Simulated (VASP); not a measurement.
Set up this calculation in VASP 6.6.1, as the native input.

```yaml
Task: single point
Functional: r2SCAN
Dispersion: D3(BJ)
Potentials_or_basis: VASP PAW PBE potentials, release 64 (Hg, Te)
Cutoff: 520 eV
k_mesh: 8 × 8 × 8
Occupations: fermi-dirac, width 0.05 eV
Spin: no spin polarisation
Dipole_correction: no
Further_INCAR_settings: ALGO = Normal; EDIFF = 1e-07; NBANDS = 16
```

The system is HgTe.

```
CELL_PARAMETERS angstrom
-3.12474 3.12474 1.59993
3.12474 -3.12474 1.59993
3.12474 3.12474 -1.59993
ATOMIC_POSITIONS crystal
Hg 0.25000 0.75000 0.50000
Te 0.00000 0.00000 0.00000
```

One way to write it, as run:

POSCAR

```
HgTe
1.0
   -3.1247447239      3.1247447239      1.5999321546
    3.1247447239     -3.1247447239      1.5999321546
    3.1247447239      3.1247447239     -1.5999321546
Hg Te
1 1
Direct
    0.2500000000      0.7500000000      0.5000000000
    0.0000000000      0.0000000000      0.0000000000
```

INCAR.step1

```
SYSTEM = HgTe
PREC = Accurate ; ENCUT = 520
ISMEAR = -1 ; SIGMA = 0.05
LREAL = .FALSE. ; LASPH = .TRUE.
NELM = 100 ; NBANDS = 16
GGA = PE ; ALGO = Normal
EDIFF = 1E-4 ; LWAVE = .TRUE.
LCHARG = .FALSE.
```

INCAR.step2

```
SYSTEM = HgTe
PREC = Accurate ; ENCUT = 520
EDIFF = 1E-7 ; ISMEAR = -1
SIGMA = 0.05 ; LREAL = .FALSE.
LASPH = .TRUE. ; NELM = 100
ALGO = Normal ; ISIF = 2
LWAVE = .FALSE. ; LCHARG = .TRUE.
METAGGA = R2SCAN ; LMIXTAU = .TRUE.
IVDW = 12 ; VDW_S6 = 1.0
VDW_S8 = 0.78981345 ; VDW_A1 = 0.49484001
VDW_A2 = 5.73083694 ; LELF = .TRUE.
LVHAR = .TRUE. ; NBANDS = 16
ISTART = 1
```

KPOINTS

```
Automatic mesh
0
G
  8 8 8
  0 0 0
```

Potentials or basis: VASP PAW PBE potentials, release 64 (Hg, Te).

The run is started by

```sh
$ cat potpaw_PBE.64/Hg/POTCAR potpaw_PBE.64/Te/POTCAR > POTCAR
$ cp INCAR.step1 INCAR
$ mpirun -np 1 vasp_std > vasp.out
$ cp INCAR.step2 INCAR
$ mpirun -np 1 vasp_std > vasp.out
```

It gave:

```json
{"Pressure": "-4.9 GPa", "Band gap on the k mesh": "zero (band 9 reaches 4.81 eV, above the bottom of band 10 at 2.09 eV)", "Dispersion energy per atom": "-0.187 eV"}
```

Caveat: three body term missing; the PAW data sets were made with another functional, which shifts forces and pressure a little; spin-orbit coupling is left out, which moves the levels of the heavy elements; pairwise dispersion overbinds metals, which lowers pressure and volume.

It took 4 min on 1 thread of Intel(R) Xeon(R) Platinum 8259CL CPU @ 2.50GHz (Skylake/Cascade Lake) (shared host), peak memory 0.26 GiB.
